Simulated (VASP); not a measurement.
# AgBiSCl2 (Cmcm) in VASP: single point with LDA

Aim: the single point of AgBiSCl2 with LDA.

All numbers are computed with VASP 6.6.1; they aren't measurements. Logs are shortened: lines on timing, memory, paths and dates and some standing lists are left out, and cuts for length are marked.

### 1 The cell of the first run

The structure is orthorhombic, space group Cmcm (No. 63). Conventional cell: a = 3.866 Å, b = 12.429 Å, c = 8.577 Å, α = 90.00°, β = 90.00°, γ = 90.00°. Within 4.0 Å of Cl (site symmetry m) lie 2 Ag at 2.76 Å and 3 Bi at 2.83 to 2.95 Å and 6 Cl at 3.19 to 3.95 Å and 5 S at 3.44 to 3.81 Å. Bi (site symmetry m2m) has 2 S at 2.63 Å and 6 Cl at 2.83 to 2.95 Å within 3.5 Å. Within 3.1 Å of Ag (site symmetry 2/m) lie 2 S at 2.36 Å and 4 Cl at 2.76 Å. S (site symmetry m2m) has 2 Ag at 2.36 Å and 2 Bi at 2.63 Å within 3.1 Å.

### 2 Single point, LDA

Input file INCAR:

```
SYSTEM = AgBiSCl2
PREC = Accurate ; ENCUT = 520
EDIFF = 1E-6 ; ISMEAR = 1
SIGMA = 0.0415 ; LREAL = .False.
LASPH = .True. ; NELM = 80
ALGO = Normal ; ISIF = 2
LWAVE = .False. ; LCHARG = .True.
GGA = CA ; LELF = .True.
LVHAR = .True. ; NBANDS = 57
```

Input file KPOINTS:

```
Automatic mesh
0
Gamma
  6 6 2
  0 0 0
```

Input file POSCAR:

```
AgBiSCl2
1.0
    3.8657138757     -0.0000001424      0.0000000000
    1.9328567089     -6.2145855702      0.0000000000
    0.0000000000      0.0000000000     -8.5774086672
Cl Bi Ag S
4 2 2 2
Direct
    0.3472767573      0.3054464854      0.4356870355
    0.6527232427      0.6945535146      0.9356870355
    0.6527232427      0.6945535146      0.5643129645
    0.3472767573      0.3054464854      0.0643129645
    0.2773776868      0.4452446263      0.7500000000
    0.7226223132      0.5547553737      0.2500000000
    0.0000000000      0.0000000000      0.5000000000
    0.0000000000      0.0000000000      0.0000000000
    0.9214356532      0.1571286935      0.7500000000
    0.0785643468      0.8428713065      0.2500000000
```

Potentials or basis: VASP PAW LDA potentials, release 64 (Cl, Bi_d, Ag, S).

Run with:

```sh
$ cat potpaw_LDA.64/Cl/POTCAR potpaw_LDA.64/Bi_d/POTCAR potpaw_LDA.64/Ag/POTCAR potpaw_LDA.64/S/POTCAR > POTCAR
$ mpirun -np 1 vasp_std > vasp.out
```

OUTCAR:

```text
SYSTEM = AgBiSCl2
   PREC = Accurate
   ENCUT = 520
   EDIFF = 1E-6
   ISMEAR = 1
   LREAL = .False.
   LASPH = .True.
   NELM = 80
   ISIF = 2
   GGA = CA

 ion  position               nearest neighbor table
   1  0.347  0.305  0.436-   7 2.76   7 2.76   5 2.83   6 2.95   6 2.95
   2  0.653  0.695  0.936-   8 2.76   8 2.76   6 2.83   5 2.95   5 2.95
   3  0.653  0.695  0.564-   7 2.76   7 2.76   6 2.83   5 2.95   5 2.95
   4  0.347  0.305  0.064-   8 2.76   8 2.76   5 2.83   6 2.95   6 2.95
   5  0.277  0.445  0.750-   9 2.63   9 2.63   4 2.83   1 2.83   2 2.95   3 2.95   2 2.95   3 2.95

   6  0.723  0.555  0.250-  10 2.63  10 2.63   2 2.83   3 2.83   1 2.95   4 2.95   1 2.95   4 2.95

   7  0.000  0.000  0.500-   9 2.36  10 2.36   1 2.76   3 2.76   3 2.76   1 2.76
   8  0.000  0.000  0.000-   9 2.36  10 2.36   2 2.76   4 2.76   2 2.76   4 2.76
   9  0.921  0.157  0.750-   7 2.36   8 2.36   5 2.63   5 2.63
  10  0.079  0.843  0.250-   7 2.36   8 2.36   6 2.63   6 2.63

  LATTYP: Found a base centered orthorhombic cell.
 ALAT       =     3.8657138757
 B/A-ratio  =     3.2152330456
 C/A-ratio  =     2.2188420931

  Lattice vectors:

 A1 = (   1.9328571668,   6.2145854278,   0.0000000000)
 A2 = (   1.9328567089,  -6.2145855702,   0.0000000000)
 A3 = (   0.0000000000,   0.0000000000,  -8.5774086672)

Analysis of symmetry for initial positions (statically):
=====================================================================
 Subroutine PRICEL returns:
 Original cell was already a primitive cell.

 Routine SETGRP: Setting up the symmetry group for a
 base centered orthorhombic supercell.

 Subroutine GETGRP returns: Found  8 space group operations
 (whereof  4 operations were pure point group operations)
 out of a pool of  8 trial point group operations.

The static configuration has the point symmetry C_2h.
 The point group associated with its full space group is D_2h.

Analysis of symmetry for dynamics (positions and initial velocities):
=====================================================================
 Subroutine PRICEL returns:
 Original cell was already a primitive cell.

 Routine SETGRP: Setting up the symmetry group for a
 base centered orthorhombic supercell.

 Subroutine GETGRP returns: Found  8 space group operations
 (whereof  4 operations were pure point group operations)
 out of a pool of  8 trial point group operations.

The dynamic configuration has the point symmetry C_2h.
 The point group associated with its full space group is D_2h.

 Subroutine INISYM returns: Found  8 space group operations
 (whereof  4 operations are pure point group operations),
 and found     1 'primitive' translations

----------------------------------------------------------------------------------------

                                     Primitive cell

  volume of cell :     206.0620

  direct lattice vectors                    reciprocal lattice vectors
     3.865713876 -0.000000142  0.000000000     0.258684435  0.080455879  0.000000000
     1.932856709 -6.214585570  0.000000000    -0.000000006 -0.160911778  0.000000000
     0.000000000  0.000000000 -8.577408667     0.000000000  0.000000000 -0.116585328

  length of vectors
     3.865713876  6.508226246  8.577408667     0.270907338  0.160911778  0.116585328

  position of ions in fractional coordinates (direct lattice)
     0.347276757  0.305446485  0.435687036
     0.652723243  0.694553515  0.935687036
     0.652723243  0.694553515  0.564312964
     0.347276757  0.305446485  0.064312964
     0.277377687  0.445244626  0.750000000
     0.722622313  0.554755374  0.250000000
     0.000000000  0.000000000  0.500000000
     0.000000000  0.000000000  0.000000000
     0.921435653  0.157128693  0.750000000
     0.078564347  0.842871307  0.250000000

  ion indices of the primitive-cell ions
   primitive index   ion index
                 1           1
                 2           2
                 3           3
                 4           4
                 5           5
                 6           6
                 7           7
                 8           8
                 9           9
                10          10

----------------------------------------------------------------------------------------

 KPOINTS: Automatic mesh

Automatic generation of k-mesh.
 Grid dimensions read from file:
 generate k-points for:    6    6    2

 Generating k-lattice:

  Cartesian coordinates                     Fractional coordinates (reciprocal lattice)
     0.043114073  0.013409313  0.000000000     0.166666667 -0.000000000  0.000000000
    -0.000000001 -0.026818630  0.000000000     0.000000000  0.166666667  0.000000000
     0.000000000  0.000000000 -0.058292664     0.000000000  0.000000000  0.500000000

  Length of vectors
     0.045151223  0.026818630  0.058292664

  Shift w.r.t. Gamma in fractional coordinates (k-lattice)
     0.000000000  0.000000000  0.000000000

 Subroutine IBZKPT returns following result:
 ===========================================

 Found     26 irreducible k-points:

 Following reciprocal coordinates:
            Coordinates               Weight
  0.000000  0.000000  0.000000      1.000000
  0.166667  0.000000  0.000000      4.000000
  0.333333 -0.000000  0.000000      4.000000
  0.500000 -0.000000  0.000000      2.000000
  0.000000  0.166667  0.000000      2.000000
  0.333333  0.166667  0.000000      2.000000
[... 16 lines left out ...]
  0.000000  0.333333  0.500000      2.000000
 -0.333333  0.333333  0.500000      2.000000
 [... further k-points ...]
   k-points           NKPTS =     26   k-points in BZ     NKDIM =     26   number of bands    NBANDS=     57
   number of dos      NEDOS =    301   number of ions     NIONS =     10
   total plane-waves  NPLWV =  92160
   dimension x,y,z NGX =    30 NGY =   48 NGZ =   64
   dimension x,y,z NGXF=    60 NGYF=   96 NGZF=  128
   ions per type =               4   2   2   2
   NGX,Y,Z   is equivalent  to a cutoff of  12.90, 12.26, 12.40 a.u.
   NGXF,Y,Z  is equivalent  to a cutoff of  25.80, 24.52, 24.81 a.u.
 SYSTEM =  AgBiSCl2
   PREC   = accura    normal or accurate (medium, high low for compatibility)
   ISTART =      0    job   : 0-new  1-cont  2-samecut
   ICHARG =      2    charge: 1-file 2-atom 10-const
   ISPIN  =      1    spin polarized calculation?
   LNONCOLLINEAR =      F non collinear calculations
   LSORBIT =      F    spin-orbit coupling
   LASPH  =      T    aspherical Exc in radial PAW
   ENCUT  =  520.0 eV  38.22 Ry    6.18 a.u.   7.19 12.10 15.95*2*pi/ulx,y,z
   NELM   =     80;   NELMIN=  2; NELMDL= -5     # of ELM steps
   EDIFF  = 0.1E-05   stopping-criterion for ELM
   LREAL  =      F    real-space projection
   EDIFFG = 0.1E-04   stopping-criterion for IOM
   NSW    =      0    number of steps for IOM
   IBRION =     -1    ionic relax: 0-MD 1-quasi-New 2-CG
   NFREE  =      0    steps in history (QN), initial steepest desc. (CG)
   ISIF   =      2    stress and relaxation
   ISYM   =      2    0-nonsym 1-usesym 2-fastsym
   POTIM  = 0.5000    time-step for ionic-motion
   TEBEG  =    0.0;   TEEND  =   0.0 temperature during run
   PSTRESS=    0.0 pullay stress
   NELECT =      92.0000    total number of electrons
   NUPDOWN=      -1.0000    fix difference up-down
   EMIN   =  10.00;   EMAX   =-10.00  energy-range for DOS
   EFERMI =   0.00;   METHOD = LEGACY
   ISMEAR =     1;   SIGMA  =   0.04  broadening in eV -4-tet -1-fermi 0-gaus
   EFERMI_NEDOS =   21; number of points for ismear=-14 and -15
   IALGO  =     38    algorithm
   IMIX   =      4    mixing-type and parameters
     AMIX     =   0.40;   BMIX     =  1.00
     AMIX_MAG =   1.60;   BMIX_MAG =  1.00
  volume/ion in A,a.u.               =      20.61       139.06
  Fermi-wavevector in a.u.,A,eV,Ry     =   1.251233  2.364487 21.301056  1.565583
  Thomas-Fermi vector in A             =   2.385190
   LORBIT       =      0    0 simple, 1 ext, 2 COOP (PROOUT), +10 PAW based schemes
   GGA     = CA    functional components
   LHFCALC =     F    Hartree Fock is set to
   AEXX    =    0.0000 exact exchange contribution
   IVDW    =     0    specifies the selected vdW correction
   LEPSILON=     F    determine dielectric tensor
   LRPA    =     F    only Hartree local field effects (RPA)
 non-spin polarized calculation
 Methfessel and Paxton  Order N= 1 SIGMA  =   0.04
  energy-cutoff  :      520.00
  volume of cell :      206.06
 maximum number of plane-waves:      5573
 NGX is ok and might be reduce to    30
   NGX = 15   NGY = 25   NGZ = 31

 number of electron      92.0000011 magnetization

 Free energy of the ion-electron system (eV)
  ---------------------------------------------------
  ext. energy  EPLUGINS =         0.00000000
  ---------------------------------------------------
  free energy    TOTEN  =       -40.98379610 eV

  energy without entropy =      -40.98382952  energy(sigma->0) =      -40.98380724

 E-fermi :   6.4575     XC(G=0): -10.7237

 val. band max:        6.4225254662   @ k =   0.0000   0.5000   0.0000
 cond. band min:       7.3386125945   @ k =   0.0000   0.5000   0.0000
 fundamental gap:      0.9160871282
 Fermi energy:         6.4574634743

 k-point     1 :       0.0000    0.0000    0.0000
  band No.  band energies     occupation
      1     -17.1997      2.00000
      2     -17.1966      2.00000
      3     -17.1502      2.00000
      4     -17.1418      2.00000
      5     -17.1359      2.00000
      6     -17.1311      2.00000
[... 49 lines left out ...]
     56      11.7821      0.00000
     57      13.0900      0.00000

 k-point     2 :       0.1667    0.0000    0.0000
  band No.  band energies     occupation
      1     -17.1921      2.00000
      2     -17.1883      2.00000
      3     -17.1489      2.00000
      4     -17.1414      2.00000
      5     -17.1409      2.00000
      6     -17.1371      2.00000
[... 49 lines left out ...]
     56      12.2073      0.00000
     57      12.8237      0.00000

 k-point     3 :       0.3333   -0.0000    0.0000
  band No.  band energies     occupation
      1     -17.1791      2.00000
      2     -17.1752      2.00000
      3     -17.1525      2.00000
      4     -17.1498      2.00000
      5     -17.1440      2.00000
      6     -17.1403      2.00000
[... 1194 lines left out ...]
      1     -17.1983      2.00000
      2     -17.1983      2.00000
      3     -17.1458      2.00000
      4     -17.1458      2.00000
      5     -17.1335      2.00000
      6     -17.1335      2.00000
[... 49 lines left out ...]
     56      11.5128      0.00000
     57      13.0579      0.00000

 k-point    24 :      -0.3333    0.3333    0.5000
  band No.  band energies     occupation
      1     -17.1786      2.00000
      2     -17.1786      2.00000
      3     -17.1494      2.00000
      4     -17.1494      2.00000
      5     -17.1426      2.00000
      6     -17.1426      2.00000
[... 49 lines left out ...]
     56      12.2931      0.00000
     57      13.2578      0.00000

 [... further k-points ...]

------------------------ aborting loop because EDIFF is reached ----------------------------------------

  FORCE on cell =-STRESS in cart. coord.  units (eV):
  Direction    XX          YY          ZZ          XY          YZ          ZX
  --------------------------------------------------------------------------------------
  -------------------------------------------------------------------------------------
  Total        6.4367890      6.4191095      6.5721514     -0.0000000     -0.0000000      0.0000000
  in kB       50.0474410     49.9099794     51.0999137     -0.0000000     -0.0000000      0.0000000
  external PRESSURE =      50.3524447 kB  Pullay stress =       0.0000000 kB

 VOLUME and BASIS-vectors are now :
 -----------------------------------------------------------------------------
  energy-cutoff  :      520.00
  volume of cell :      206.06
      direct lattice vectors                 reciprocal lattice vectors
     3.865713876 -0.000000142  0.000000000     0.258684435  0.080455879  0.000000000
     1.932856709 -6.214585570  0.000000000    -0.000000006 -0.160911778  0.000000000
     0.000000000  0.000000000 -8.577408667     0.000000000  0.000000000 -0.116585328

 POSITION                                       TOTAL-FORCE (eV/Angst)
 -----------------------------------------------------------------------------------
      1.93286     -1.89822     -3.73707         0.000000      0.002715      0.006448
      3.86571     -4.31636     -8.02577        -0.000000     -0.002715      0.006448
      3.86571     -4.31636     -4.84034        -0.000000     -0.002715     -0.006448
      1.93286     -1.89822     -0.55164         0.000000      0.002715     -0.006448
      1.93286     -2.76701     -6.43306        -0.000000     -0.001239     -0.000000
      3.86571     -3.44757     -2.14435         0.000000      0.001239      0.000000
      0.00000      0.00000     -4.28870         0.000000      0.000000      0.000000
      0.00000      0.00000      0.00000         0.000000      0.000000      0.000000
      3.86571     -0.97649     -6.43306        -0.000000     -0.008824     -0.000000
      1.93286     -5.23810     -2.14435         0.000000      0.008824      0.000000
 -----------------------------------------------------------------------------------
    total drift:                               -0.000000     -0.000000     -0.000000

  FREE ENERGIE OF THE ION-ELECTRON SYSTEM (eV)
  ---------------------------------------------------
  free  energy   TOTEN  =       -40.9837960962 eV

  energy  without entropy=      -40.9838295167  energy(sigma->0) =      -40.98380724
```

Wall time 4.5 min (1 thread of AMD EPYC 7R43 (Zen 3), shared host); peak memory 0.37 GiB.

What came out:

```
Free energy            : -40.9838 eV
Pressure               : 5.0 GPa
Largest force          : 0.009 eV/Å
Band gap on the k mesh : 0.92 eV
```

Forces in eV/Å, atoms in the order of the input:
```
Cl   0.000  0.003  0.006
Cl   0.000 -0.003  0.006
Cl   0.000 -0.003 -0.006
Cl   0.000  0.003 -0.006
Bi   0.000 -0.001  0.000
Bi   0.000  0.001  0.000
Ag   0.000  0.000  0.000
Ag   0.000  0.000  0.000
S    0.000 -0.009  0.000
S    0.000  0.009  0.000
```

Stress tensor (GPa, compression positive):
```
5.00 0.00 0.00
0.00 4.99 0.00
0.00 0.00 5.11
```

Caveat: the cell stands under pressure; spin-orbit coupling is left out, which moves the levels of the heavy elements. A k mesh can miss the band edges.
